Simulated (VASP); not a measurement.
# Si2GeP3 (R-3m) in VASP: a series of runs

Si2GeP3 is run at these levels: PBE; tasks: single point, relaxation of cell and atoms.

All numbers are computed with VASP 6.6.1; they aren't measurements. Logs are shortened: lines on timing, memory, paths and dates and some standing lists are left out, and cuts for length are marked.

## Step 1: The cell of the first run

It takes space group R-3m (No. 166, trigonal). Conventional cell: a = 4.877 Å, b = 4.877 Å, c = 15.129 Å, α = 90.00°, β = 90.00°, γ = 120.00°. Si (site symmetry 3m) has 4 Si at 2.70 to 3.66 Å and 6 P at 2.79 Å and 3 Ge at 3.05 Å within 3.7 Å. Ge (site symmetry -3m) has 6 P at 2.89 Å and 6 Si at 3.05 Å within 3.8 Å. P (site symmetry 2/m) has 4 P at 2.44 Å and 4 Si at 2.79 Å and 2 Ge at 2.89 Å within 3.2 Å.

The cell was generated, and may not be a known phase.

## Step 2: Single point, PBE

Input file INCAR:

```
  PREC = Accurate
  ENCUT = 520
  EDIFF = 1E-7
  ISMEAR = 0
  SIGMA = 0.1
  LREAL = F
  LASPH = T
  NELM = 100
  ALGO = Normal
  ISIF = 2
  LWAVE = F
  LCHARG = T
  GGA = PE
  LELF = T
  LVHAR = T
  NBANDS = 28
```

Input file KPOINTS:

```
Automatic mesh
0
Gamma
  6 6 6
```

Input file POSCAR:

```
Si2GeP3
1.0
    2.4384175258      1.4078210169      5.0431498413
   -2.4384175258      1.4078210169      5.0431498413
    0.0000000000     -2.8156420278      5.0431498430
Si Ge P
2 1 3
Direct
    0.5892493683      0.5892493683      0.5892493683
    0.4107506317      0.4107506317      0.4107506317
    0.0000000000      0.0000000000      0.0000000000
    0.0000000000      0.5000000000      0.0000000000
    0.5000000000      0.0000000000      0.0000000000
    0.0000000000      0.0000000000      0.5000000000
```

Potentials or basis: VASP PAW PBE potentials, release 64 (Si, Ge_d, P).

Run with:

```bash
$ cat potpaw_PBE.64/Si/POTCAR potpaw_PBE.64/Ge_d/POTCAR potpaw_PBE.64/P/POTCAR > POTCAR
$ mpirun -np 1 vasp_std > vasp.out
```

OUTCAR:

```text
PREC = Accurate
   ENCUT = 520
   EDIFF = 1E-7
   ISMEAR = 0
   LREAL = F
   LASPH = T
   NELM = 100
   ISIF = 2
   GGA = PE

 ion  position               nearest neighbor table
   1  0.589  0.589  0.589-   2 2.70   5 2.79   4 2.79   4 2.79   5 2.79   6 2.79   6 2.79
   2  0.411  0.411  0.411-   1 2.70   5 2.79   4 2.79   5 2.79   4 2.79   6 2.79   6 2.79
   3  0.000  0.000  0.000-   4 2.89   5 2.89   4 2.89   5 2.89   6 2.89   6 2.89
   4  0.000  0.500  0.000-   6 2.44   6 2.44   5 2.44   5 2.44   2 2.79   1 2.79   2 2.79   1 2.79
                             3 2.89   3 2.89
   5  0.500  0.000  0.000-   6 2.44   6 2.44   4 2.44   4 2.44   2 2.79   1 2.79   2 2.79   1 2.79
                             3 2.89   3 2.89
   6  0.000  0.000  0.500-   4 2.44   5 2.44   4 2.44   5 2.44   2 2.79   1 2.79   2 2.79   1 2.79
                             3 2.89   3 2.89

  LATTYP: Found a trigonal (rhomboedric) cell.
 ALAT       =     5.7759155437
 COS(alpha) =     0.6435451983

  Lattice vectors:

 A1 = (   2.4384175258,   1.4078210169,   5.0431498413)
 A2 = (  -2.4384175258,   1.4078210169,   5.0431498413)
 A3 = (   0.0000000000,  -2.8156420278,   5.0431498430)

Analysis of symmetry for initial positions (statically):
=====================================================================
 Subroutine PRICEL returns:
 Original cell was already a primitive cell.

 Routine SETGRP: Setting up the symmetry group for a
 trigonal (rhombohedral) supercell.

 Subroutine GETGRP returns: Found 12 space group operations
 (whereof 12 operations were pure point group operations)
 out of a pool of 12 trial point group operations.

The static configuration has the point symmetry D_3d.

Analysis of symmetry for dynamics (positions and initial velocities):
=====================================================================
 Subroutine PRICEL returns:
 Original cell was already a primitive cell.

 Routine SETGRP: Setting up the symmetry group for a
 trigonal (rhombohedral) supercell.

 Subroutine GETGRP returns: Found 12 space group operations
 (whereof 12 operations were pure point group operations)
 out of a pool of 12 trial point group operations.

The dynamic configuration has the point symmetry D_3d.

 Subroutine INISYM returns: Found 12 space group operations
 (whereof 12 operations are pure point group operations),
 and found     1 'primitive' translations

----------------------------------------------------------------------------------------

                                     Primitive cell

  volume of cell :     103.8744

  direct lattice vectors                    reciprocal lattice vectors
     2.438417526  1.407821017  5.043149841     0.205051020  0.118386261  0.066096258
    -2.438417526  1.407821017  5.043149841    -0.205051020  0.118386261  0.066096258
     0.000000000 -2.815642028  5.043149843     0.000000000 -0.236772523  0.066096258

  length of vectors
     5.775915544  5.775915544  5.775915544     0.245825025  0.245825025  0.245825025

  position of ions in fractional coordinates (direct lattice)
     0.589249368  0.589249368  0.589249368
     0.410750632  0.410750632  0.410750632
     0.000000000  0.000000000  0.000000000
     0.000000000  0.500000000  1.000000000
     0.500000000  0.000000000  1.000000000
     1.000000000  1.000000000  0.500000000

  ion indices of the primitive-cell ions
   primitive index   ion index
                 1           1
                 2           2
                 3           3
                 4           4
                 5           5
                 6           6

----------------------------------------------------------------------------------------

 KPOINTS: Automatic mesh

Automatic generation of k-mesh.
 Grid dimensions read from file:
 generate k-points for:    6    6    6

 Generating k-lattice:

  Cartesian coordinates                     Fractional coordinates (reciprocal lattice)
     0.034175170  0.019731044  0.011016043     0.166666667  0.000000000  0.000000000
[... 59 lines left out ...]
      4     -17.0734      2.00000
      5     -17.0729      2.00000
      6      -6.9687      2.00000
[... 20 lines left out ...]
     27      12.9051      0.00000
     28      13.0072      0.00000

 k-point     4 :       0.5000   -0.0000   -0.0000
  band No.  band energies     occupation
      1     -17.1257      2.00000
      2     -17.1101      2.00000
      3     -17.1101      2.00000
      4     -17.0734      2.00000
      5     -17.0727      2.00000
      6      -6.2367      2.00000
[... 20 lines left out ...]
     27      12.4017      0.00000
     28      12.8513      0.00000

 k-point     5 :       0.1667    0.1667    0.0000
  band No.  band energies     occupation
      1     -17.1260      2.00000
      2     -17.1100      2.00000
      3     -17.1099      2.00000
      4     -17.0734      2.00000
      5     -17.0732      2.00000
      6      -7.5865      2.00000
[... 20 lines left out ...]
     27      13.3390      0.00000
     28      14.0691      0.00000

 k-point     6 :       0.3333    0.1667   -0.0000
  band No.  band energies     occupation
      1     -17.1258      2.00000
      2     -17.1101      2.00000
      3     -17.1099      2.00000
      4     -17.0734      2.00000
      5     -17.0730      2.00000
      6      -7.1415      2.00000
[... 463 lines left out ...]
      5     -17.0729      2.00000
      6      -6.2282      2.00000
[... 20 lines left out ...]
     27      11.9046      0.00000
     28      12.5209      0.00000

 k-point    22 :      -0.1667    0.3333    0.1667
  band No.  band energies     occupation
      1     -17.1256      2.00000
      2     -17.1102      2.00000
      3     -17.1100      2.00000
      4     -17.0733      2.00000
      5     -17.0729      2.00000
      6      -6.3765      2.00000
[... 20 lines left out ...]
     27      12.3208      0.00000
     28      12.6879      0.00000

 k-point    23 :       0.5000    0.5000    0.1667
  band No.  band energies     occupation
      1     -17.1255      2.00000
      2     -17.1102      2.00000
      3     -17.1098      2.00000
      4     -17.0734      2.00000
      5     -17.0729      2.00000
      6      -6.7933      2.00000
[... 20 lines left out ...]
     27      12.8677      0.00000
     28      13.2596      0.00000

 k-point    24 :      -0.3333    0.5000    0.1667
  band No.  band energies     occupation
      1     -17.1255      2.00000
      2     -17.1102      2.00000
      3     -17.1099      2.00000
      4     -17.0733      2.00000
      5     -17.0728      2.00000
      6      -6.1930      2.00000
[... 20 lines left out ...]
     27      12.3762      0.00000
     28      12.5273      0.00000

 [... further k-points ...]

------------------------ aborting loop because EDIFF is reached ----------------------------------------

  FORCE on cell =-STRESS in cart. coord.  units (eV):
  Direction    XX          YY          ZZ          XY          YZ          ZX
  --------------------------------------------------------------------------------------
  -------------------------------------------------------------------------------------
  Total       -0.0867564     -0.0867564      0.1125583      0.0000000      0.0000000      0.0000000
  in kB       -1.3381452     -1.3381452      1.7361184      0.0000000      0.0000000      0.0000000
  external PRESSURE =      -0.3133907 kB  Pullay stress =       0.0000000 kB

 VOLUME and BASIS-vectors are now :
 -----------------------------------------------------------------------------
  energy-cutoff  :      520.00
  volume of cell :      103.87
      direct lattice vectors                 reciprocal lattice vectors
     2.438417526  1.407821017  5.043149841     0.205051020  0.118386261  0.066096258
    -2.438417526  1.407821017  5.043149841    -0.205051020  0.118386261  0.066096258
     0.000000000 -2.815642028  5.043149843     0.000000000 -0.236772523  0.066096258

 POSITION                                       TOTAL-FORCE (eV/Angst)
 -----------------------------------------------------------------------------------
      0.00000      0.00000      8.91502         0.000000      0.000000      0.001324
      0.00000      0.00000      6.21443         0.000000     -0.000000     -0.001324
      0.00000      0.00000      0.00000         0.000000     -0.000000      0.000000
     -1.21921      0.70391      2.52157         0.000000     -0.000000      0.000000
      1.21921      0.70391      2.52157         0.000000     -0.000000      0.000000
      0.00000     -1.40782      2.52157        -0.000000     -0.000000      0.000000
 -----------------------------------------------------------------------------------
    total drift:                               -0.000000     -0.000000      0.000000

  FREE ENERGIE OF THE ION-ELECTRON SYSTEM (eV)
  ---------------------------------------------------
  free  energy   TOTEN  =       -27.5204454142 eV

  energy  without entropy=      -27.5054820471  energy(sigma->0) =      -27.51296373
```

It took 3.3 min on 1 thread of Oxide Virtual Turin-like, shared host; peak memory 0.33 GiB.

What came out:

* Free energy: -27.5204 eV
* Pressure: 0.0 GPa
* Band gap on the k mesh: zero (an odd number of electrons rules out a gap without spin polarisation)

Stress tensor (GPa, compression positive):
```
-0.13  0.00  0.00
 0.00 -0.13  0.00
 0.00  0.00  0.17
```

Caveat: an odd number of electrons without spin polarisation forces a metal; a magnetic or distorted state may lie lower.

## Step 3: Single point, PBE

This run uses another cell than the first one, of 18.65 Å³/atom.

Input file INCAR:

```
PREC = Accurate ; ENCUT = 520
EDIFF = 1E-6 ; ISMEAR = 0
SIGMA = 0.1 ; LREAL = F
LASPH = T ; NELM = 100
ALGO = Normal ; ISIF = 2
LWAVE = F ; LCHARG = T
GGA = PE ; LELF = T
LVHAR = T ; NBANDS = 28
```

Input file KPOINTS:

```
regular mesh
0
Gamma
  6 6 6
```

Input file POSCAR:

```
Si2GeP3
1.0
    2.7874475400      1.6093335900      4.1565179100
   -2.7874475400      1.6093335900      4.1565179100
    0.0000000000     -3.2186671700      4.1565179100
Si Ge P
2 1 3
Direct
    0.6270700100      0.6270700100      0.6270700100
    0.3729299900      0.3729299900      0.3729299900
    0.0000000000      0.0000000000      0.0000000000
    0.0000000000      0.5000000000      0.0000000000
    0.5000000000      0.0000000000      0.0000000000
    0.0000000000      0.0000000000      0.5000000000
```

Potentials or basis: VASP PAW PBE potentials, release 64 (Si, Ge_d, P).

Run with:

```bash
$ cat potpaw_PBE.64/Si/POTCAR potpaw_PBE.64/Ge_d/POTCAR potpaw_PBE.64/P/POTCAR > POTCAR
$ mpirun -np 1 vasp_std > vasp.out
```

It took 1.7 min on 1 thread of Oxide Virtual Turin-like, shared host; peak memory 0.25 GiB.

It converged, with:

```
Free energy            : -26.4458 eV
Pressure               : -6.0 GPa
Largest force          : 0.027 eV/Å
Band gap on the k mesh : zero (an odd number of electrons rules out a gap without spin polarisation)
```

Forces on the atoms (eV/Å):
```
Si   0.000  0.000  0.027
Si   0.000  0.000 -0.027
Ge   0.000  0.000  0.000
P    0.000  0.000  0.000
P    0.000  0.000  0.000
P    0.000  0.000  0.000
```

Stress tensor (GPa, compression positive):
```
-5.70  0.00  0.00
 0.00 -5.70  0.00
 0.00  0.00 -6.71
```

Levels at points of the mesh, in eV from the Fermi level:
| k point | band 15 | band 16 | band 17 | band 18 | band 19 | band 20 | band 21 | band 22 | band 23 | band 24 |
| --- | --- | --- | --- | --- | --- | --- | --- | --- | --- | --- |
| (0.00, 0.00, 0.00) | -4.30 | -2.94 | -2.94 | -1.76 | -1.60 | -1.60 | 2.49 | 2.49 | 2.80 | 4.82 |
| (0.50, 0.00, 0.00) | -2.22 | -2.15 | -1.81 | -0.72 | -0.41 | 0.57 | 0.89 | 2.04 | 2.42 | 2.58 |
| (0.50, 0.50, 0.00) | -1.65 | -1.38 | -1.09 | -0.91 | 0.18 | 0.30 | 0.44 | 1.23 | 1.44 | 1.99 |
| (0.50, 0.50, 0.50) | -1.57 | -1.57 | -1.11 | -0.75 | -0.75 | 2.03 | 2.49 | 2.49 | 2.64 | 3.00 |

Caveat: the cell stands under tension; an odd number of electrons without spin polarisation forces a metal; a magnetic or distorted state may lie lower.

## Step 4: Relaxation of cell and atoms, PBE

This run uses another cell than the first one, of 18.65 Å³/atom.

Input file INCAR:

```
ALGO = Normal ; EDIFF = 1E-6
EDIFFG = -0.04 ; ENCUT = 600
GGA = PE ; IBRION = 2
ISIF = 3 ; ISMEAR = 0
LASPH = T ; LCHARG = F
LREAL = F ; LWAVE = F
NELM = 60 ; NSW = 90
PREC = Accurate ; SIGMA = 0.1
```

Input file KPOINTS:

```
k-points
0
Gamma
  6 6 6
```

POSCAR is that of step 3.

Run with:

```bash
$ cat potpaw_PBE.64/Si/POTCAR potpaw_PBE.64/Ge_d/POTCAR potpaw_PBE.64/P/POTCAR > POTCAR
$ mpirun -np 1 vasp_std > vasp.out
```

It took 30 min on 1 thread of Oxide Virtual Turin-like, shared host; peak memory 0.3 GiB.

Results (log left out):

```yaml
Free_energy: -27.5197 eV
Relaxed_volume: 17.31 Å³/atom
Relaxed_cell: a = 5.786 Å, b = 5.786 Å, c = 5.786 Å, α = 49.76°, β = 49.76°, γ = 49.76°
Space_group_after_relaxing_to_0.1_Å: R-3m (No. 166)
Energy_gained_by_relaxing: 178.9 meV/atom
Ionic_steps: 28
Pressure_after_relaxing: 0.0 GPa
Largest_force_after_relaxing: 0.015 eV/Å
Band_gap_on_the_k_mesh: zero (an odd number of electrons rules out a gap without spin polarisation)
```

Forces in eV/Å, atoms in the order of the input:
```
Si   0.000  0.000 -0.015
Si   0.000  0.000  0.015
Ge   0.000  0.000  0.000
P    0.000  0.000  0.000
P    0.000  0.000  0.000
P    0.000  0.000  0.000
```

Stress tensor (GPa, compression positive):
```
 0.06  0.00  0.00
 0.00  0.06  0.00
 0.00  0.00 -0.02
```

The path:
```tsv
step	energy change (eV)	largest force (eV/Å)	pressure (GPa)	volume (Å³)
1	0.0000	0.0264	-6.02	111.88
2	-0.2194	0.0507	0.18	100.92
3	-0.2196	0.0486	-0.01	101.19
4	-0.2195	0.0470	-0.17	101.39
5	-0.2201	0.0503	-0.16	101.35
6	-0.2223	0.0574	-0.18	101.21
7	-0.2301	0.0617	-0.26	100.93
8	-0.2692	0.0938	-0.45	100.34
9	-0.4002	0.2150	0.41	99.05
10	-0.6754	0.2085	3.15	96.05
11	-0.3708	0.0429	15.21	88.57
12	-0.8174	0.1831	5.55	93.73
13	-0.8022	0.1812	7.30	92.46
14	-0.8115	0.1853	6.87	92.77
15	-0.8182	0.1853	6.41	93.09
16	-0.8337	0.1970	6.03	93.48
17	-0.8746	0.2319	4.93	94.66
18	-0.9327	0.2988	2.72	97.05
19	-0.9625	0.4211	-0.94	101.94
20	-0.9652	0.3961	-0.24	100.88
21	-0.9693	0.3926	-0.27	100.93
22	-0.9813	0.3799	-0.23	101.07
23	-1.0035	0.3514	-0.14	101.35
24	-1.0430	0.2635	0.08	101.90
25	-1.0684	0.1183	0.92	102.94
26	-1.0713	0.0102	0.63	102.69
27	-1.0721	0.0363	-0.50	104.77
28	-1.0735	0.0151	0.03	103.85
```

Final structure:
```cif
data_structure
_symmetry_space_group_name_H-M 'P 1'
_symmetry_Int_Tables_number 1
_cell_length_a 5.7865
_cell_length_b 5.7865
_cell_length_c 5.7865
_cell_angle_alpha 49.764
_cell_angle_beta 49.764
_cell_angle_gamma 49.764
_cell_volume 103.85
loop_
_atom_site_label
_atom_site_type_symbol
_atom_site_fract_x
_atom_site_fract_y
_atom_site_fract_z
_atom_site_occupancy
Si1 Si 0.58932 0.58932 0.58932 1
Si2 Si 0.41068 0.41068 0.41068 1
Ge1 Ge 0.00000 0.00000 0.00000 1
P1 P 0.00000 0.50000 0.00000 1
P2 P 0.50000 0.00000 0.00000 1
P3 P 0.00000 0.00000 0.50000 1
```

Levels at points of the mesh, in eV from the Fermi level:
```
           k point  band 17  band 18  band 19  band 20  band 21  band 22
(0.00, 0.00, 0.00)    -2.37    -1.78    -1.18    -1.18     2.45     2.45
(0.50, 0.00, 0.00)    -1.84    -1.75    -1.36     1.69     2.07     2.79
(0.50, 0.50, 0.00)    -1.76    -1.63    -1.08    -0.92     0.16     1.66
(0.50, 0.50, 0.50)    -1.54    -1.54    -0.83    -0.83     1.18     2.10
```

Caveat: an odd number of electrons without spin polarisation forces a metal; a magnetic or distorted state may lie lower.

## Step 5: Single point, PBE

This run uses another cell than the first one, of 17.64 Å³/atom.

Input file INCAR:

```
SYSTEM = Si2GeP3
PREC     = Accurate       ! precision mode
ENCUT    = 520            ! plane-wave cutoff, eV
EDIFF    = 1E-6           ! SCF threshold, eV
ISMEAR   = 0              ! smearing method
SIGMA    = 0.1            ! smearing width, eV
LREAL    = .FALSE.        ! projectors in reciprocal space
LASPH    = .TRUE.         ! aspherical terms in the spheres
NELM     = 80             ! most SCF steps
ALGO     = Normal         ! electronic algorithm
ISIF     = 2              ! what is computed and relaxed
LWAVE    = .FALSE.        ! write WAVECAR
LCHARG   = .TRUE.         ! write CHGCAR
GGA      = PE             ! functional
LELF     = .TRUE.         ! ELF
LVHAR    = .TRUE.       
NBANDS   = 28             ! bands
```

Input file KPOINTS:

```
regular mesh
0
G
  12 12 12
  0 0 0
```

Input file POSCAR:

```
Si2GeP3
1.0
    2.4893324938      1.4372167854      4.9316556288
   -2.4893324938      1.4372167854      4.9316556288
    0.0000000000     -2.8744335708      4.9316556288
Si Ge P
2 1 3
Direct
    0.5847587551      0.5847587551      0.5847587551
    0.4152412449      0.4152412449      0.4152412449
    0.0000000000      0.0000000000      0.0000000000
    0.0000000000      0.5000000000      0.0000000000
    0.5000000000      0.0000000000      0.0000000000
    0.0000000000      0.0000000000      0.5000000000
```

Run with:

```bash
$ cat potpaw_PBE.64/Si/POTCAR potpaw_PBE.64/Ge_d/POTCAR potpaw_PBE.64/P/POTCAR > POTCAR
$ mpirun -np 1 vasp_std > vasp.out
```

It took 14 min on 1 thread of Oxide Virtual Turin-like, shared host; peak memory 0.58 GiB.

Results (log left out):

```yaml
Free_energy: -27.5251 eV
Pressure: -0.1 GPa
Largest_force: 0.010 eV/Å
Band_gap_on_the_k_mesh: zero (an odd number of electrons rules out a gap without spin polarisation)
```

Forces on the atoms (eV/Å):
```
Si   0.000  0.000 -0.010
Si   0.000  0.000  0.010
Ge   0.000  0.000  0.000
P    0.000  0.000  0.000
P    0.000  0.000  0.000
P    0.000  0.000  0.000
```

Levels at points of the mesh, in eV from the Fermi level:
```
           k point  band 17  band 18  band 19  band 20  band 21  band 22
(0.00, 0.00, 0.00)    -2.29    -1.72    -0.83    -0.83     2.97     2.97
(0.50, 0.00, 0.00)    -2.11    -1.68    -1.23     1.38     1.83     3.07
(0.50, 0.50, 0.00)    -1.56    -1.48    -1.08    -0.54     0.70     1.35
(0.50, 0.50, 0.50)    -1.21    -1.14    -0.72    -0.72     1.35     2.68
```

Caveat: an odd number of electrons without spin polarisation forces a metal; a magnetic or distorted state may lie lower.

## Step 6: Overview

```tsv
task	cell	k mesh	cutoff (eV)	gap on the mesh (eV)	pressure (GPa)	largest force (eV/Å)
single point	a = 5.776 Å, angles 49.9°, 6 atoms, atomic positions A	6 × 6 × 6	520	none	0.0	-
single point	a = 5.257 Å, angles 64.0°, 6 atoms, atomic positions B	6 × 6 × 6	520	none	-6.0	0.03
relaxation of cell and atoms	relaxed from a = 5.257 Å, angles 64.0°, 6 atoms, atomic positions B	6 × 6 × 6	600	none	0.0	0.02
single point	a = 5.708 Å, angles 51.7°, 6 atoms, atomic positions C	12 × 12 × 12	520	none	-0.1	0.01
```

Alike in all rows: level PBE; potentials or basis VASP PAW PBE potentials, release 64 (Si, Ge_d, P); no spin polarisation; smearing gaussian 0.1 eV.

Caveats: an odd number of electrons without spin polarisation forces a metal; a magnetic or distorted state may lie lower; the cell stands under tension (at least some runs).

Total energies depend on the potentials used, so only differences within one code and one set of settings carry meaning.
